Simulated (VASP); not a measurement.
# Sn2TeS (P-6m2) in VASP: relaxation of cell and atoms with PBE

Aim: the relaxation of cell and atoms of Sn2TeS with PBE.

All numbers are computed with VASP 6.6.1; they aren't measurements. Logs are shortened: lines on timing, memory, paths and dates and some standing lists are left out, and cuts for length are marked.

### 1 The cell of the first run

The structure is hexagonal, space group P-6m2 (No. 187). Conventional cell: a = 4.244 Å, b = 4.244 Å, c = 7.551 Å, α = 90.00°, β = 90.00°, γ = 120.00°. Within 3.9 Å of Sn (site symmetry 3m) lie 3 S at 3.00 Å and 3 Te at 3.20 Å and 1 Sn at 3.45 Å. Within 4.3 Å of Te (site symmetry -6m2) lie 6 Sn at 3.20 Å and 6 Te at 4.24 Å. S (site symmetry -6m2) has 6 Sn at 3.00 Å within 3.9 Å.

The cell was built from a structure type or drawn by symmetry, and may not be a known phase.

### 2 Relaxation of cell and atoms, PBE

INCAR reads:

```
SYSTEM = Sn2TeS
PREC = Accurate
ENCUT = 600
EDIFF = 1E-7
ISMEAR = 0
SIGMA = 0.1
LREAL = .False.
LASPH = .True.
NELM = 60
ALGO = Normal
ISIF = 3
LWAVE = .False.
LCHARG = .False.
GGA = PE
IBRION = 2
NSW = 100
EDIFFG = -0.01
```

KPOINTS reads:

```
regular mesh
0
Gamma
  12 12 6
  0 0 0
```

POSCAR reads:

```
Sn2TeS
1.0
    4.2441528850      0.0000000000      0.0000000000
   -2.1220764425      3.6755442160      0.0000000000
    0.0000000000      0.0000000000      7.5509128220
Sn Te S
2 1 1
Direct
    0.0000000000      0.0000000000      0.2716189731
    0.0000000000      0.0000000000      0.7283810269
    0.3333333333      0.6666666667      0.0000000000
    0.6666666667      0.3333333333      0.5000000000
```

Potentials or basis: VASP PAW PBE potentials, release 64 (Sn_d, Te, S).

Launch:

```sh
$ cat potpaw_PBE.64/Sn_d/POTCAR potpaw_PBE.64/Te/POTCAR potpaw_PBE.64/S/POTCAR > POTCAR
$ mpirun -np 1 vasp_std > vasp.out
```

OUTCAR:

```text
SYSTEM = Sn2TeS
   PREC = Accurate
   ENCUT = 600
   EDIFF = 1E-7
   ISMEAR = 0
   LREAL = .False.
   LASPH = .True.
   NELM = 60
   ISIF = 3
   GGA = PE
   IBRION = 2
   NSW = 100
   EDIFFG = -0.01

 ion  position               nearest neighbor table
   1  0.000  0.000  0.272-   4 3.00   4 3.00   4 3.00   3 3.20   3 3.20   3 3.20   2 3.45
   2  0.000  0.000  0.728-   4 3.00   4 3.00   4 3.00   3 3.20   3 3.20   3 3.20   1 3.45
   3  0.333  0.667  0.000-   1 3.20   2 3.20   1 3.20   2 3.20   1 3.20   2 3.20
   4  0.667  0.333  0.500-   1 3.00   2 3.00   1 3.00   2 3.00   1 3.00   2 3.00

  LATTYP: Found a hexagonal cell.
 ALAT       =     4.2441528850
 C/A-ratio  =     1.7791330865

  Lattice vectors:

 A1 = (   4.2441528850,   0.0000000000,   0.0000000000)
 A2 = (  -2.1220764425,   3.6755442160,   0.0000000000)
 A3 = (   0.0000000000,   0.0000000000,   7.5509128220)

Analysis of symmetry for initial positions (statically):
=====================================================================
 Subroutine PRICEL returns:
 Original cell was already a primitive cell.

 Routine SETGRP: Setting up the symmetry group for a
 hexagonal supercell.

 Subroutine GETGRP returns: Found 12 space group operations
 (whereof 12 operations were pure point group operations)
 out of a pool of 24 trial point group operations.

The static configuration has the point symmetry D_3h.

Analysis of symmetry for dynamics (positions and initial velocities):
=====================================================================
 Subroutine PRICEL returns:
 Original cell was already a primitive cell.

 Routine SETGRP: Setting up the symmetry group for a
 hexagonal supercell.

 Subroutine GETGRP returns: Found 12 space group operations
 (whereof 12 operations were pure point group operations)
 out of a pool of 24 trial point group operations.

The dynamic configuration has the point symmetry D_3h.

 Subroutine INISYM returns: Found 12 space group operations
 (whereof 12 operations are pure point group operations),
 and found     1 'primitive' translations

----------------------------------------------------------------------------------------

                                     Primitive cell

  volume of cell :     117.7910

  direct lattice vectors                    reciprocal lattice vectors
     4.244152885  0.000000000  0.000000000     0.235618279  0.136034277  0.000000000
    -2.122076443  3.675544216  0.000000000     0.000000000  0.272068554  0.000000000
     0.000000000  0.000000000  7.550912822     0.000000000  0.000000000  0.132434319

  length of vectors
     4.244152885  4.244152885  7.550912822     0.272068554  0.272068554  0.132434319

  position of ions in fractional coordinates (direct lattice)
     0.000000000  0.000000000  0.271618973
     0.000000000  0.000000000  0.728381027
     0.333333333  0.666666667  0.000000000
     0.666666667  0.333333333  0.500000000

  ion indices of the primitive-cell ions
   primitive index   ion index
                 1           1
                 2           2
                 3           3
                 4           4

----------------------------------------------------------------------------------------

 KPOINTS: regular mesh

Automatic generation of k-mesh.
 Grid dimensions read from file:
 generate k-points for:   12   12    6

 Generating k-lattice:

  Cartesian coordinates                     Fractional coordinates (reciprocal lattice)
     0.019634857  0.011336190  0.000000000     0.083333333  0.000000000  0.000000000
     0.000000000  0.022672379  0.000000000     0.000000000  0.083333333  0.000000000
     0.000000000  0.000000000  0.022072387     0.000000000  0.000000000  0.166666667

  Length of vectors
     0.022672379  0.022672379  0.022072387

  Shift w.r.t. Gamma in fractional coordinates (k-lattice)
     0.000000000  0.000000000  0.000000000

 Subroutine IBZKPT returns following result:
 ===========================================

 Found     76 irreducible k-points:

 Following reciprocal coordinates:
            Coordinates               Weight
  0.000000  0.000000  0.000000      1.000000
  0.083333 -0.000000  0.000000      6.000000
  0.166667 -0.000000  0.000000      6.000000
  0.250000 -0.000000  0.000000      6.000000
  0.333333  0.000000  0.000000      6.000000
  0.416667 -0.000000  0.000000      6.000000
[... 16 lines left out ...]
  0.250000 -0.000000  0.166667     12.000000
  0.333333  0.000000  0.166667     12.000000
 [... further k-points ...]
   k-points           NKPTS =     76   k-points in BZ     NKDIM =     76   number of bands    NBANDS=     24
   number of dos      NEDOS =    301   number of ions     NIONS =      4
   total plane-waves  NPLWV =  77760
   dimension x,y,z NGX =    36 NGY =   36 NGZ =   60
   dimension x,y,z NGXF=    72 NGYF=   72 NGZF=  120
   ions per type =               2   1   1
   NGX,Y,Z   is equivalent  to a cutoff of  14.10, 14.10, 13.21 a.u.
   NGXF,Y,Z  is equivalent  to a cutoff of  28.20, 28.20, 26.42 a.u.
 SYSTEM =  Sn2TeS
   PREC   = accura    normal or accurate (medium, high low for compatibility)
   ISTART =      0    job   : 0-new  1-cont  2-samecut
   ICHARG =      2    charge: 1-file 2-atom 10-const
   ISPIN  =      1    spin polarized calculation?
   LNONCOLLINEAR =      F non collinear calculations
   LSORBIT =      F    spin-orbit coupling
   LASPH  =      T    aspherical Exc in radial PAW
   ENCUT  =  600.0 eV  44.10 Ry    6.64 a.u.   8.48  8.48 15.08*2*pi/ulx,y,z
   NELM   =     60;   NELMIN=  2; NELMDL= -5     # of ELM steps
   EDIFF  = 0.1E-06   stopping-criterion for ELM
   LREAL  =      F    real-space projection
   EDIFFG = -.1E-01   stopping-criterion for IOM
   NSW    =    100    number of steps for IOM
   IBRION =      2    ionic relax: 0-MD 1-quasi-New 2-CG
   NFREE  =      1    steps in history (QN), initial steepest desc. (CG)
   ISIF   =      3    stress and relaxation
   ISYM   =      2    0-nonsym 1-usesym 2-fastsym
   POTIM  = 0.5000    time-step for ionic-motion
   TEBEG  =    0.0;   TEEND  =   0.0 temperature during run
   PSTRESS=    0.0 pullay stress
   NELECT =      40.0000    total number of electrons
   NUPDOWN=      -1.0000    fix difference up-down
   EMIN   =  10.00;   EMAX   =-10.00  energy-range for DOS
   EFERMI =   0.00;   METHOD = LEGACY
   ISMEAR =     0;   SIGMA  =   0.10  broadening in eV -4-tet -1-fermi 0-gaus
   EFERMI_NEDOS =   21; number of points for ismear=-14 and -15
   IALGO  =     38    algorithm
   IMIX   =      4    mixing-type and parameters
     AMIX     =   0.40;   BMIX     =  1.00
     AMIX_MAG =   1.60;   BMIX_MAG =  1.00
  volume/ion in A,a.u.               =      29.45       198.72
  Fermi-wavevector in a.u.,A,eV,Ry     =   1.142153  2.158355 17.748970  1.304512
  Thomas-Fermi vector in A             =   2.278851
   LORBIT       =      0    0 simple, 1 ext, 2 COOP (PROOUT), +10 PAW based schemes
   GGA     = PE    functional components
   LHFCALC =     F    Hartree Fock is set to
   AEXX    =    0.0000 exact exchange contribution
   IVDW    =     0    specifies the selected vdW correction
   LEPSILON=     F    determine dielectric tensor
   LRPA    =     F    only Hartree local field effects (RPA)
 conjugate gradient relaxation of ions
 non-spin polarized calculation
 Gauss-broadening in eV      SIGMA  =   0.10
  energy-cutoff  :      600.00
  volume of cell :      117.79
 maximum number of plane-waves:      3990
 NGX is ok and might be reduce to    36
   NGX = 17   NGY = 17   NGZ = 31

--------------------------------------- Ionic step        1  -------------------------------------------

 number of electron      40.0000000 magnetization

 Free energy of the ion-electron system (eV)
  ---------------------------------------------------
  ext. energy  EPLUGINS =         0.00000000
  ---------------------------------------------------
  free energy    TOTEN  =       -16.00291603 eV

  energy without entropy =      -16.00095587  energy(sigma->0) =      -16.00193595

------------------------ aborting loop because EDIFF is reached ----------------------------------------

  FORCE on cell =-STRESS in cart. coord.  units (eV):
  Direction    XX          YY          ZZ          XY          YZ          ZX
  --------------------------------------------------------------------------------------
  -------------------------------------------------------------------------------------
  Total       -0.0628963     -0.0628963     -0.1968088      0.0000000      0.0000000      0.0000000
  in kB       -0.8555068     -0.8555068     -2.6769670      0.0000000      0.0000000      0.0000000
  external PRESSURE =      -1.4626602 kB  Pullay stress =       0.0000000 kB
[... 99 lines left out ...]
  energy  without entropy=      -16.0012098895  energy(sigma->0) =      -16.00219652

--------------------------------------- Ionic step        4  -------------------------------------------

 number of electron      40.0000002 magnetization

 Free energy of the ion-electron system (eV)
  ---------------------------------------------------
  ext. energy  EPLUGINS =         0.00000000
  ---------------------------------------------------
  free energy    TOTEN  =       -16.00324189 eV

  energy without entropy =      -16.00129485  energy(sigma->0) =      -16.00226837

 E-fermi :   6.3176     XC(G=0):  -9.3860

 val. band max:        6.3010934579   @ k =   0.3333   0.2500   0.0000
 cond. band min:       6.3627121079   @ k =   0.3333   0.2500   0.5000
 fundamental gap:      0.0616186499
 Fermi energy:         6.3175530283

 k-point     1 :       0.0000    0.0000    0.0000
  band No.  band energies     occupation
      1     -15.7165      2.00000
      2     -15.6886      2.00000
      3     -15.6886      2.00000
      4     -15.6837      2.00000
      5     -15.6837      2.00000
      6     -15.6820      2.00000
[... 637 lines left out ...]
     23       8.2915      0.00000
     24       9.0637      0.00000

 [... further k-points ...]
[... 5 lines left out ...]
  --------------------------------------------------------------------------------------
  -------------------------------------------------------------------------------------
  Total        0.0323543      0.0323543     -0.0167319      0.0000000      0.0000000     -0.0000000
  in kB        0.4415106      0.4415106     -0.2283249      0.0000000      0.0000000     -0.0000000
  external PRESSURE =       0.2182321 kB  Pullay stress =       0.0000000 kB
[... 19 lines left out ...]
  FREE ENERGIE OF THE ION-ELECTRON SYSTEM (eV)
  ---------------------------------------------------
  free  energy   TOTEN  =       -16.0032418911 eV

  energy  without entropy=      -16.0012948491  energy(sigma->0) =      -16.00226837

 reached required accuracy - stopping structural energy minimisation
```

It took 8.8 min on 1 thread of AMD EPYC 9R45 (Zen 5), shared host; peak memory 0.43 GiB.

What came out:

```
Free energy                           : -16.0032 eV
Relaxed volume                        : 29.35 Å³/atom
Relaxed cell                          : a = 4.243 Å, b = 4.243 Å, c = 7.530 Å, α = 90.00°, β = 90.00°, γ = 120.00°
Space group after relaxing (to 0.1 Å) : P-6m2 (No. 187)
Energy gained by relaxing             : 0.1 meV/atom
Ionic steps                           : 4
Pressure after relaxing               : 0.0 GPa
Largest force after relaxing          : 0.008 eV/Å
Band gap on the k mesh                : zero (bands 20 and 21 overlap by 0.39 eV)
```

Forces on the atoms (eV/Å):
```
Sn   0.000  0.000  0.008
Sn   0.000  0.000 -0.008
Te   0.000  0.000  0.000
S    0.000  0.000  0.000
```

Step by step:
| step | energy change (eV) | largest force (eV/Å) | pressure (GPa) | volume (Å³) |
| --- | --- | --- | --- | --- |
| 1 | 0.0000 | 0.0133 | -0.15 | 117.79 |
| 2 | -0.0003 | 0.0117 | 0.05 | 117.33 |
| 3 | -0.0003 | 0.0121 | 0.03 | 117.37 |
| 4 | -0.0003 | 0.0080 | 0.02 | 117.41 |

Final structure:
```xyz
4
Lattice="4.2431 0.0000 0.0000 -2.1215 3.6746 0.0000 0.0000 0.0000 7.5302" Properties=species:S:1:pos:R:3 pbc="T T T"
Sn    4.2431    0.0000    2.0466
Sn    0.0000    0.0000    5.4836
Te    0.0000    2.4497    0.0000
S     2.1215    1.2249    3.7651
```

Caveat: semilocal functionals underestimate gaps, so a narrow gap can read as zero; spin-orbit coupling is left out, which moves the levels of the heavy elements.
